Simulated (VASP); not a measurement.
# K8Ta8O25 (a cell with a defect) in VASP: single point with r2SCAN

Aim: the single point of K8Ta8O25 (a cell with a defect) with r2SCAN.

All numbers are computed with VASP 6.6.1; they aren't measurements. Logs are shortened: lines on timing, memory, paths and dates and some standing lists are left out, and cuts for length are marked.

## (1) The cell of the first run

The cell holds a defect, 41 atoms: a = 7.971 Å, b = 7.971 Å, c = 7.971 Å, α = 90.00°, β = 90.00°, γ = 90.00°.

## (2) Single point, r2SCAN, collinear spin

POSCAR reads:

```
K8Ta8O25
1.0
    7.9708780000      0.0000000000      0.0000000000
    0.0000000000      7.9708780000      0.0000000000
    0.0000000000      0.0000000000      7.9708780000
K Ta O
8 8 25
Direct
    0.9954380000      0.9960070000      0.9994530000
    0.9839460000      0.0045990000      0.5008940000
    0.9951150000      0.4919880000      0.0005530000
    0.9869320000      0.4857900000      0.5000730000
    0.5057470000      0.9961390000      0.9998210000
    0.5133990000      0.0020200000      0.5004540000
    0.5054460000      0.4920170000      0.0008770000
    0.5166960000      0.4837410000      0.4995140000
    0.2500540000      0.2419400000      0.2505830000
    0.2508330000      0.2460750000      0.7496620000
    0.2522000000      0.7477910000      0.2431350000
    0.2491330000      0.7401710000      0.7572890000
    0.7501350000      0.2443330000      0.2490730000
    0.7506410000      0.2440630000      0.7514900000
    0.7523060000      0.7444000000      0.2509030000
    0.7492460000      0.7439640000      0.7501010000
    0.2503440000      0.2439070000      0.0000160000
    0.2503580000      0.2441130000      0.4999730000
    0.2502140000      0.7440280000      0.0000480000
    0.2423170000      0.8326330000      0.5041830000
    0.7501650000      0.2438390000      0.0000110000
    0.7500400000      0.2439990000      0.4999990000
    0.7500320000      0.7438610000      0.9999060000
    0.7503720000      0.7438230000      0.4999090000
    0.9996750000      0.2429930000      0.2507490000
    0.0001450000      0.2440190000      0.7492550000
    0.0030470000      0.7447250000      0.2533410000
    0.0028930000      0.7423690000      0.7468730000
    0.5002780000      0.2436700000      0.2507680000
    0.5007930000      0.2448000000      0.7493500000
    0.4974250000      0.7454350000      0.2532650000
    0.4973030000      0.7429150000      0.7461580000
    0.2498260000      0.9967780000      0.2312560000
    0.2525920000      0.9972660000      0.7709170000
    0.2479750000      0.4906240000      0.2287100000
    0.2506180000      0.4911560000      0.7687340000
    0.7501040000      0.9932130000      0.2493460000
    0.7501140000      0.9929500000      0.7506510000
    0.7502490000      0.4947290000      0.2492840000
    0.7504020000      0.4944310000      0.7507000000
    0.2570460000      0.6547930000      0.4954950000
```

INCAR.step1 reads:

```
PREC     = Accurate       # precision mode
ENCUT    = 520            # plane-wave cutoff, eV
ISMEAR   = -1             # smearing method
SIGMA    = 0.05           # smearing width, eV
LREAL    = Auto         
LASPH    = T              # aspherical terms in the spheres
NELM     = 150            # most SCF steps
ISPIN    = 2              # spin polarisation
MAGMOM   = 0 0 0 0.143 0 0 0 0.143 0 0 0 0 0 0 0 0 0 0.143 0 0.143 0 0 0 0 0 0 0 0 0 0 0 0 0 0 0.143 0.143 0 0 0 0 0.143 # initial moments
LMAXMIX  = 4              # l up to which the mixer works
NELECT   = 309.0        
ISYM     = 0            
NBANDS   = 185            # bands
GGA      = PE             # functional
ALGO     = Normal         # electronic algorithm
EDIFF    = 1E-4           # SCF threshold, eV
LWAVE    = T              # write WAVECAR
LCHARG   = F              # write CHGCAR
NCORE    = 4
```

INCAR.step2 reads:

```
PREC     = Accurate       # precision mode
ENCUT    = 520            # plane-wave cutoff, eV
EDIFF    = 1E-7           # SCF threshold, eV
ISMEAR   = -1             # smearing method
SIGMA    = 0.05           # smearing width, eV
LREAL    = Auto         
LASPH    = T              # aspherical terms in the spheres
NELM     = 150            # most SCF steps
ALGO     = Normal         # electronic algorithm
ISIF     = 2              # what is computed and relaxed
LWAVE    = F              # write WAVECAR
LCHARG   = T              # write CHGCAR
ISPIN    = 2              # spin polarisation
MAGMOM   = 0 0 0 0.143 0 0 0 0.143 0 0 0 0 0 0 0 0 0 0.143 0 0.143 0 0 0 0 0 0 0 0 0 0 0 0 0 0 0.143 0.143 0 0 0 0 0.143 # initial moments
LORBIT   = 11             # projections on sites
LMAXMIX  = 4              # l up to which the mixer works
METAGGA  = R2SCAN         # meta-GGA
LMIXTAU  = T            
LELF     = T              # ELF
LVHAR    = T            
NELECT   = 309.0        
ISYM     = 0            
NBANDS   = 185            # bands
ISTART   = 1            
NCORE    = 4
```

KPOINTS reads:

```
Automatic mesh
0
Gamma
  1 1 1
  0.25 0.25 0.25
```

Potentials or basis: VASP PAW PBE potentials, release 64 (K_sv, Ta_pv, O).

On the command line:

```sh
cat potpaw_PBE.64/K_sv/POTCAR potpaw_PBE.64/Ta_pv/POTCAR potpaw_PBE.64/O/POTCAR > POTCAR
cp INCAR.step1 INCAR
mpirun -np 4 vasp_std > vasp.out
cp INCAR.step2 INCAR
mpirun -np 4 vasp_std > vasp.out
```

OUTCAR:

```text
PREC = Accurate
   ENCUT = 520
   EDIFF = 1E-7
   ISMEAR = -1
   LREAL = Auto
   LASPH = T
   NELM = 150
   ISIF = 2
   ISPIN = 2
   LORBIT = 11
   METAGGA = R2SCAN
   NELECT = 309.0
   ISYM = 0
   ISTART = 1

 ion  position               nearest neighbor table
   1  0.995  0.996  0.999-  34 2.74  33 2.74  21 2.78  38 2.79  37 2.79  23 2.80  26 2.81  25 2.81
                            17 2.83  27 2.85  28 2.85  19 2.86  14 3.41  13 3.42  15 3.43  16 3.44
   2  0.984  0.005  0.501-  20 2.47  22 2.67  38 2.73  37 2.74  26 2.75  25 2.76  24 2.79  18 2.86
                            27 2.86  28 2.87  14 3.33  13 3.34  15 3.42  16 3.43   9 3.47  10 3.49
   3  0.995  0.492  0.001-  35 2.71  36 2.75  21 2.78  39 2.78  40 2.79  23 2.80  25 2.81  26 2.81
                            17 2.84  28 2.84  27 2.85  19 2.86  13 3.41  14 3.41  12 3.43  15 3.43
   4  0.987  0.486  0.500-  41 2.54  22 2.70  40 2.75  39 2.75  26 2.77  25 2.78  24 2.79  28 2.84
                            18 2.85  27 2.85  13 3.36  14 3.36  15 3.42  16 3.43  10 3.47   9 3.48
   5  0.506  0.996  1.000-  34 2.72  33 2.75  21 2.77  38 2.78  37 2.78  23 2.80  29 2.81  30 2.81
                            17 2.84  31 2.84  32 2.86  19 2.86  14 3.41  13 3.41  11 3.43  16 3.43
   6  0.513  0.002  0.500-  20 2.55  22 2.70  38 2.75  37 2.75  29 2.77  30 2.77  24 2.79  31 2.84
                            32 2.85  18 2.85  14 3.36  13 3.36  16 3.42  15 3.44   9 3.47  10 3.48
   7  0.505  0.492  0.001-  35 2.74  36 2.75  21 2.78  39 2.78  40 2.79  23 2.80  29 2.81  30 2.81
                            17 2.84  32 2.85  31 2.85  19 2.86  13 3.41  14 3.42  16 3.44  12 3.44
   8  0.517  0.484  0.500-  41 2.48  22 2.67  39 2.73  40 2.74  30 2.76  29 2.76  24 2.79  18 2.86
                            32 2.86  31 2.87  13 3.33  14 3.34  16 3.42  15 3.43  10 3.47   9 3.49
   9  0.250  0.242  0.251-  33 1.96  18 1.99  35 1.99  29 1.99  25 2.00  17 2.00   1 3.46   5 3.46
                             6 3.47   2 3.47   3 3.47   7 3.48   4 3.48   8 3.49
  10  0.251  0.246  0.750-  36 1.96  18 1.99  34 1.99  30 1.99  17 2.00  26 2.00   7 3.46   3 3.46
                             4 3.47   8 3.47   5 3.47   1 3.48   6 3.48   2 3.49
  11  0.252  0.748  0.243-  19 1.94  31 1.96  33 1.99  27 1.99  35 2.05  41 2.14  20 2.19   5 3.43
                             1 3.45   7 3.46   3 3.48   6 3.56   2 3.60   4 3.61   8 3.61
  12  0.249  0.740  0.757-  19 1.94  28 1.96  32 1.98  36 1.99  34 2.05  20 2.15  41 2.20   3 3.43
                             7 3.44   1 3.46   5 3.48   4 3.56   8 3.60   6 3.60   2 3.62
  13  0.750  0.244  0.249-  21 1.99  25 1.99  29 1.99  39 2.00  22 2.00  37 2.00   8 3.33   2 3.34
                             4 3.36   6 3.36   7 3.41   3 3.41   5 3.41   1 3.42
  14  0.751  0.244  0.751-  21 1.98  26 1.99  30 1.99  40 2.00  38 2.00  22 2.00   2 3.33   8 3.34
                             4 3.36   6 3.36   1 3.41   5 3.41   3 3.41   7 3.42
  15  0.752  0.744  0.251-  37 1.98  24 1.98  39 1.99  27 2.00  23 2.00  31 2.03   2 3.42   4 3.42
                             8 3.43   3 3.43   1 3.43   6 3.44   7 3.45   5 3.45
  16  0.749  0.744  0.750-  38 1.98  40 1.99  23 1.99  24 1.99  32 2.01  28 2.02   6 3.42   8 3.42
                             2 3.43   5 3.43   4 3.43   7 3.44   1 3.44   3 3.44
  17  0.250  0.244  0.000-  10 2.00   9 2.00   1 2.83   5 2.84   7 2.84   3 2.84
  18  0.250  0.244  0.500-   9 1.99  10 1.99   6 2.85   4 2.85   2 2.86   8 2.86
  19  0.250  0.744  0.000-  12 1.94  11 1.94   1 2.86   3 2.86   7 2.86   5 2.86
  20  0.242  0.833  0.504-  41 1.42  12 2.15  11 2.19   2 2.47   6 2.55
  21  0.750  0.244  0.000-  14 1.98  13 1.99   5 2.77   7 2.78   3 2.78   1 2.78
  22  0.750  0.244  0.500-  13 2.00  14 2.00   8 2.67   2 2.67   6 2.70   4 2.70
  23  0.750  0.744  1.000-  16 1.99  15 2.00   7 2.80   5 2.80   3 2.80   1 2.80
  24  0.750  0.744  0.500-  15 1.98  16 1.99   8 2.79   4 2.79   2 2.79   6 2.79
  25  1.000  0.243  0.251-  13 1.99   9 2.00   2 2.76   4 2.78   1 2.81   3 2.81
  26  0.000  0.244  0.749-  14 1.99  10 2.00   2 2.75   4 2.77   1 2.81   3 2.81
  27  0.003  0.745  0.253-  11 1.99  15 2.00   1 2.85   3 2.85   4 2.85   2 2.86
  28  0.003  0.742  0.747-  12 1.96  16 2.02   4 2.84   3 2.84   1 2.85   2 2.87
  29  0.500  0.244  0.251-  13 1.99   9 1.99   8 2.76   6 2.77   7 2.81   5 2.81
  30  0.501  0.245  0.749-  14 1.99  10 1.99   8 2.76   6 2.77   7 2.81   5 2.81
  31  0.497  0.745  0.253-  11 1.96  15 2.03   5 2.84   6 2.84   7 2.85   8 2.87
  32  0.497  0.743  0.746-  12 1.98  16 2.01   6 2.85   7 2.85   8 2.86   5 2.86
  33  0.250  0.997  0.231-   9 1.96  11 1.99   1 2.74   5 2.75
  34  0.253  0.997  0.771-  10 1.99  12 2.05   5 2.72   1 2.74
  35  0.248  0.491  0.229-   9 1.99  11 2.05   3 2.71   7 2.74
  36  0.251  0.491  0.769-  10 1.96  12 1.99   7 2.75   3 2.75
  37  0.750  0.993  0.249-  15 1.98  13 2.00   2 2.74   6 2.75   5 2.78   1 2.79
  38  0.750  0.993  0.751-  16 1.98  14 2.00   2 2.73   6 2.75   5 2.78   1 2.79
  39  0.750  0.495  0.249-  15 1.99  13 2.00   8 2.73   4 2.75   7 2.78   3 2.78
  40  0.750  0.494  0.751-  16 1.99  14 2.00   8 2.74   4 2.75   3 2.79   7 2.79
  41  0.257  0.655  0.495-  20 1.42  11 2.14  12 2.20   8 2.48   4 2.54

IMPORTANT INFORMATION: All symmetrisations will be switched off!
[... 177 lines left out ...]
   LORBIT       =     11    0 simple, 1 ext, 2 COOP (PROOUT), +10 PAW based schemes
   METAGGA = R2SCAN    functional components
   LHFCALC =     F    Hartree Fock is set to
   AEXX    =    0.0000 exact exchange contribution
   IVDW    =     0    specifies the selected vdW correction
   LEPSILON=     F    determine dielectric tensor
   LRPA    =     F    only Hartree local field effects (RPA)
 spin polarized calculation
  energy-cutoff  :      520.00
  volume of cell :      506.43
 maximum number of plane-waves:     13601
   NGX = 29   NGY = 29   NGZ = 29

 number of electron     308.9999942 magnetization      -0.8990125

 Free energy of the ion-electron system (eV)
  ---------------------------------------------------
  ext. energy  EPLUGINS =         0.00000000
  ---------------------------------------------------
  free energy    TOTEN  =      -702.80724519 eV

  energy without entropy =     -702.74169160  energy(sigma->0) =     -702.77446839

 E-fermi :   1.4853     XC(G=0): -11.6431

 val. band max:        1.3595292120   @ k =  -0.2500  -0.2500   0.2500
 cond. band min:       1.5128577533   @ k =   0.2500  -0.2500   0.2500
 fundamental gap:      0.1533285413
 Fermi energy:         1.4852706897

 spin component 1

 k-point     1 :       0.2500    0.2500    0.2500
  band No.  band energies     occupation
      1     -34.2823      1.00000
      2     -34.1823      1.00000
      3     -34.0293      1.00000
      4     -34.0255      1.00000
      5     -33.9902      1.00000
      6     -33.9839      1.00000
[... 665 lines left out ...]
    165       6.7084      0.00000
    166       6.7337      0.00000
 Fermi energy:         1.4852706897

 spin component 2

 k-point     1 :       0.2500    0.2500    0.2500
  band No.  band energies     occupation
      1     -34.2723      1.00000
      2     -34.1714      1.00000
      3     -34.0232      1.00000
      4     -34.0195      1.00000
      5     -33.9764      1.00000
      6     -33.9701      1.00000
[... 665 lines left out ...]
    165       6.7021      0.00000
    166       6.7245      0.00000
 [bands above 166 left out]

------------------------ aborting loop because EDIFF is reached ----------------------------------------

  FORCE on cell =-STRESS in cart. coord.  units (eV):
  Direction    XX          YY          ZZ          XY          YZ          ZX
  --------------------------------------------------------------------------------------
  -------------------------------------------------------------------------------------
  Total        1.5161552      5.5361605      6.8237817     -0.2877075     -0.4913617     -0.1388132
  in kB        4.7966249     17.5146221     21.5882391     -0.9102134     -1.5545096     -0.4391600
  external PRESSURE =      14.6331620 kB  Pullay stress =       0.0000000 kB

 VOLUME and BASIS-vectors are now :
 -----------------------------------------------------------------------------
  energy-cutoff  :      520.00
  volume of cell :      506.43
      direct lattice vectors                 reciprocal lattice vectors
     7.970878000  0.000000000  0.000000000     0.125456694  0.000000000  0.000000000
     0.000000000  7.970878000  0.000000000     0.000000000  0.125456694  0.000000000
     0.000000000  0.000000000  7.970878000     0.000000000  0.000000000  0.125456694

 POSITION                                       TOTAL-FORCE (eV/Angst)
 -----------------------------------------------------------------------------------
      7.93451      7.93905      7.96652         0.013396     -0.032701     -0.013971
      7.84291      0.03666      3.99256         0.048002     -0.028088      0.005356
      7.93194      3.92158      0.00441         0.015389      0.017984      0.020978
      7.86671      3.87217      3.98602         0.066368      0.032273     -0.028209
      4.03125      7.94010      7.96945        -0.013142     -0.035736     -0.025146
      4.09224      0.01610      3.98906        -0.069944     -0.030235      0.025277
[... 33 lines left out ...]
      5.98136      3.94105      5.98374         0.005617     -0.024983      0.010669
      2.04888      5.21928      3.94953        -0.096867     -0.624635     -0.032281
 -----------------------------------------------------------------------------------
    total drift:                                0.012326      0.049773      0.005195

  FREE ENERGIE OF THE ION-ELECTRON SYSTEM (eV)
  ---------------------------------------------------
  free  energy   TOTEN  =      -702.8072451888 eV

  energy  without entropy=     -702.7416915963  energy(sigma->0) =     -702.77446839

 total charge

# of ion       s       p       d       tot
------------------------------------------
    1        1.963   5.702   0.045   7.710
    2        1.965   5.707   0.050   7.721
    3        1.963   5.702   0.045   7.711
    4        1.964   5.705   0.048   7.717
    5        1.963   5.702   0.045   7.711
    6        1.964   5.705   0.048   7.717
[... 33 lines left out ...]
   40        1.568   3.544   0.000   5.112
   41        1.605   3.416   0.000   5.021
--------------------------------------------------
tot         57.869 184.597  16.492 258.958

 magnetization (x)

# of ion       s       p       d       tot
------------------------------------------
    1        0.000   0.000   0.000   0.001
    2        0.000  -0.000   0.000  -0.000
    3        0.000   0.000   0.000   0.001
    4        0.000  -0.000   0.000   0.000
    5        0.000   0.000   0.000   0.001
    6        0.000  -0.000   0.000   0.000
[... 33 lines left out ...]
   40       -0.000  -0.004   0.000  -0.004
   41       -0.001  -0.060   0.000  -0.062
--------------------------------------------------
tot         -0.012  -0.849   0.084  -0.777
```

Wall time 18 min (4 MPI ranks of Intel Xeon Platinum 8259CL at 2.50GHz (Skylake/Cascade Lake), shared host); peak memory 0.36 GiB.

What came out:

* Free energy: -702.8072 eV
* Largest force: 0.636 eV/Å
* Net moment: -0.90 μB per cell
* Site moments: K +0.00, -0.00 (each value once); Ta +0.03, +0.01, +0.00 (each value once); O -0.24, -0.01, -0.03, -0.06, -0.00, -0.15 (each value once) μB
* Valence electrons inside the program's atomic spheres: K 7.71, 7.72 (each value once); Ta 8.74, 8.72, 8.73, 8.70 (each value once); O 5.07, 5.10, 5.13, 5.02, 5.12, 5.11 (each value once)

Forces in eV/Å, atoms in the order of the input:
```
K    0.013 -0.033 -0.014
K    0.048 -0.028  0.005
K    0.015  0.018  0.021
K    0.066  0.032 -0.028
K   -0.013 -0.036 -0.025
K   -0.070 -0.030  0.025
K   -0.022  0.024  0.016
K   -0.055  0.035 -0.013
Ta  -0.020  0.454  0.133
Ta   0.015 -0.466 -0.144
Ta  -0.102 -0.440  0.124
Ta   0.092  0.441 -0.140
Ta   0.011 -0.047 -0.005
Ta  -0.023  0.042 -0.006
Ta   0.029  0.032  0.004
Ta  -0.048 -0.041 -0.024
O   -0.004  0.000 -0.002
O   -0.005 -0.002  0.010
O    0.007  0.000 -0.012
O    0.124  0.622  0.048
O    0.006  0.003  0.006
O    0.009 -0.005  0.002
O    0.004  0.004  0.004
O   -0.002  0.004  0.011
O   -0.029 -0.011 -0.013
O   -0.006  0.024  0.022
O   -0.075  0.008  0.007
O   -0.042 -0.014  0.007
O    0.019 -0.018 -0.020
O    0.026  0.016  0.013
O    0.052  0.015 -0.003
O    0.068 -0.004  0.003
O    0.034  0.064 -0.074
O   -0.068  0.124  0.005
O    0.071 -0.131  0.001
O   -0.035 -0.069  0.085
O   -0.005  0.049 -0.007
O    0.003  0.047  0.011
O    0.001 -0.032 -0.010
O    0.006 -0.025  0.011
O   -0.097 -0.625 -0.032
```

Levels at points of the mesh, in eV from the Fermi level:
Spin up:
| k point | band 152 | band 153 | band 154 | band 155 | band 156 | band 157 |
| --- | --- | --- | --- | --- | --- | --- |
| (0.25, 0.25, 0.25) | -0.18 | -0.16 | -0.14 | 0.16 | 3.35 | 3.54 |
Spin down:
```
           k point  band 153  band 154  band 155  band 156  band 157  band 158
(0.25, 0.25, 0.25)     -0.25     -0.22     -0.18      3.36      3.54      3.59
```

Caveat: the cell carries a net charge on a neutralising background, which shifts energy and pressure; the cell is charged against a uniform background, so pressure and absolute levels hang on convention; the PAW data sets were made with another functional, which shifts forces and pressure a little; spin-orbit coupling is left out, which moves the levels of the heavy elements.
